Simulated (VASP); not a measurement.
# SnO (Pmn2_1) in VASP: a series of runs, part 2 of 2

VASP 6.6.1. The steps go on from the part before.

### 4 Single point, PBE

This run uses another cell than the first one, of 20.49 Å³/atom, 1.020 times its volume.

File INCAR:

```
ALGO = Normal
EDIFF = 1E-6
ENCUT = 520
GGA = PE
ISIF = 2
ISMEAR = -1
LASPH = T
LCHARG = F
LREAL = F
LWAVE = F
NBANDS = 28
NELM = 100
PREC = Accurate
SIGMA = 0.05
```

File KPOINTS:

```
k-points
0
Gamma
  8 5 6
```

File POSCAR:

```
SnO
1.0
    3.3772242237      0.0000000000      0.0000000000
    0.0000000000      5.7116819428      0.0000000000
    0.0000000000      0.0000000000      4.2499308811
Sn O
2 2
Direct
    0.5000000000      0.7680910000      0.0131440000
    0.0000000000      0.2319090000      0.5131440000
    0.5000000000      0.1087500000      0.2368570000
    0.0000000000      0.8912500000      0.7368570000
```

Potentials or basis: VASP PAW PBE potentials, release 64 (Sn_d, O).

Run with:

```
cat potpaw_PBE.64/Sn_d/POTCAR potpaw_PBE.64/O/POTCAR > POTCAR
mpirun -np 1 vasp_std > vasp.out
```

OUTCAR:

```text
EDIFF = 1E-6
   ENCUT = 520
   GGA = PE
   ISIF = 2
   ISMEAR = -1
   LASPH = T
   LREAL = F
   NELM = 100
   PREC = Accurate

 ion  position               nearest neighbor table
   1  0.500  0.768  0.013-   3 2.17   4 2.17   4 2.17
   2  0.000  0.232  0.513-   4 2.17   3 2.17   3 2.17
   3  0.500  0.109  0.237-   1 2.17   2 2.17   2 2.17
   4  0.000  0.891  0.737-   2 2.17   1 2.17   1 2.17

  LATTYP: Found a simple orthorhombic cell.
[... 204 lines left out ...]
      6     -16.0823      2.00000
[... 733 lines left out ...]
     27      13.5654      0.00000
     28      14.5892      0.00000

 [... further k-points ...]
[... 5 lines left out ...]
  --------------------------------------------------------------------------------------
  -------------------------------------------------------------------------------------
  Total       -0.6453396     -0.4328242     -0.3360358      0.0000000      0.0000000      0.0000000
  in kB      -12.6122653     -8.4589471     -6.5673533      0.0000000      0.0000000      0.0000000
  external PRESSURE =      -9.2128552 kB  Pullay stress =       0.0000000 kB

 VOLUME and BASIS-vectors are now :
 -----------------------------------------------------------------------------
  energy-cutoff  :      520.00
  volume of cell :       81.98
      direct lattice vectors                 reciprocal lattice vectors
     3.377224224  0.000000000  0.000000000     0.296101157  0.000000000  0.000000000
     0.000000000  5.711681943  0.000000000     0.000000000  0.175079777  0.000000000
     0.000000000  0.000000000  4.249930881     0.000000000  0.000000000  0.235297944

 POSITION                                       TOTAL-FORCE (eV/Angst)
 -----------------------------------------------------------------------------------
      1.68861      4.38709      0.05586         0.000000      0.294667     -0.080668
      0.00000      1.32459      2.18083         0.000000     -0.294667     -0.080668
      1.68861      0.62115      1.00663         0.000000     -0.077879      0.080668
      0.00000      5.09054      3.13159         0.000000      0.077879      0.080668
 -----------------------------------------------------------------------------------
    total drift:                                0.000000      0.000000      0.001426

  FREE ENERGIE OF THE ION-ELECTRON SYSTEM (eV)
  ---------------------------------------------------
  free  energy   TOTEN  =       -22.4422727110 eV

  energy  without entropy=      -22.4422726984  energy(sigma->0) =      -22.44227270
```

Wall time 44 s (1 thread of Intel Xeon 6975P-C (Granite Rapids), shared host); peak memory 0.24 GiB.

What came out:

```
Free energy            : -22.4423 eV
Pressure               : -0.9 GPa
Largest force          : 0.306 eV/Å
Band gap on the k mesh : 1.52 eV, indirect (least direct gap 2.11 eV)
```

Forces in eV/Å, atoms in the order of the input:
```
Sn   0.000  0.295 -0.081
Sn   0.000 -0.295 -0.081
O    0.000 -0.078  0.081
O    0.000  0.078  0.081
```

Levels at points of the mesh, in eV from the valence-band top:
| k point | band 16 | band 17 | band 18 | band 19 | band 20 | band 21 | band 22 | band 23 | band 24 | band 25 |
| --- | --- | --- | --- | --- | --- | --- | --- | --- | --- | --- |
| (0.00, 0.00, 0.00) | -3.67 | -3.32 | -2.52 | -1.93 | 0.00 | 2.68 | 3.14 | 5.84 | 5.89 | 7.93 |
| (0.50, 0.00, 0.00) | -4.31 | -2.44 | -2.44 | -1.22 | -1.22 | 2.59 | 2.59 | 5.47 | 5.47 | 6.51 |
| (0.00, 0.00, 0.50) | -3.28 | -3.06 | -3.06 | -1.59 | -1.59 | 2.67 | 2.67 | 5.18 | 5.18 | 7.85 |
| (0.50, 0.00, 0.50) | -3.91 | -3.03 | -3.03 | -1.05 | -1.05 | 2.12 | 2.12 | 4.61 | 4.61 | 6.79 |

Caveat: spin-orbit coupling is left out, which moves the levels of the heavy elements. A k mesh can miss the band edges.

### 5 Single point, PBE

This run uses another cell than the first one, of 20.90 Å³/atom, 1.040 times its volume.

File INCAR:

```
SYSTEM = SnO
ALGO = Normal
EDIFF = 1E-6
ENCUT = 520
GGA = PE
ISIF = 2
ISMEAR = -1
LASPH = .TRUE.
LCHARG = .FALSE.
LREAL = .FALSE.
LWAVE = .FALSE.
NBANDS = 28
NELM = 60
PREC = Accurate
SIGMA = 0.05
```

File KPOINTS:

```
k-points
0
G
  8 5 6
  0 0 0
```

File POSCAR:

```
SnO
1.0
    3.3991548656      0.0000000000      0.0000000000
    0.0000000000      5.7487718259      0.0000000000
    0.0000000000      0.0000000000      4.2775286081
Sn O
2 2
Direct
    0.5000000000      0.7680910000      0.0131440000
    0.0000000000      0.2319090000      0.5131440000
    0.5000000000      0.1087500000      0.2368570000
    0.0000000000      0.8912500000      0.7368570000
```

Run with:

```
cat potpaw_PBE.64/Sn_d/POTCAR potpaw_PBE.64/O/POTCAR > POTCAR
mpirun -np 1 vasp_std > vasp.out
```

It took 49 s on 1 thread of Intel Xeon 6975P-C (Granite Rapids), shared host; peak memory 0.26 GiB.

The run converged. Its results:

```
Free energy            : -22.4277 eV
Pressure               : -2.2 GPa
Largest force          : 0.555 eV/Å
Band gap on the k mesh : 1.54 eV, indirect (least direct gap 2.14 eV)
```

Forces in eV/Å, atoms in the order of the input:
```
Sn   0.000  0.533 -0.156
Sn   0.000 -0.533 -0.156
O    0.000 -0.091  0.156
O    0.000  0.091  0.156
```

Stress tensor (GPa, compression positive):
```
-2.73  0.00  0.00
 0.00 -2.22  0.00
 0.00  0.00 -1.72
```

Levels at points of the mesh, in eV from the valence-band top:
```csv
k point,band 16,band 17,band 18,band 19,band 20,band 21,band 22,band 23,band 24,band 25
"(0.00, 0.00, 0.00)",-3.54,-3.19,-2.42,-1.83,0.00,2.67,3.11,5.77,5.87,7.82
"(0.50, 0.00, 0.00)",-4.18,-2.33,-2.33,-1.20,-1.20,2.59,2.59,5.40,5.40,6.43
"(0.00, 0.00, 0.50)",-3.17,-2.95,-2.95,-1.53,-1.53,2.65,2.65,5.13,5.13,7.74
"(0.50, 0.00, 0.50)",-3.79,-2.94,-2.94,-1.02,-1.02,2.14,2.14,4.59,4.59,6.70
```

Caveat: spin-orbit coupling is left out, which moves the levels of the heavy elements.

### 6 The runs side by side

| cell | gap on the mesh (eV) | pressure (GPa) | largest force (eV/Å) |
| --- | --- | --- | --- |
| a = 3.355, b = 5.674, c = 4.222 Å, 4 atoms | 1.49 | 0.5 | 0.06 |
| a = 3.377, b = 5.712, c = 4.250 Å, 4 atoms | 1.52 | -0.9 | 0.31 |
| a = 3.399, b = 5.749, c = 4.278 Å, 4 atoms | 1.54 | -2.2 | 0.55 |

Alike in all rows: task single point; level PBE; potentials or basis VASP PAW PBE potentials, release 64 (Sn_d, O); no spin polarisation; k mesh 8 × 5 × 6; cutoff (eV) 520; smearing fermi-dirac 0.05 eV.

Caveats: spin-orbit coupling is left out, which moves the levels of the heavy elements.

Total energies depend on the potentials used, so only differences within one code and one set of settings carry meaning.
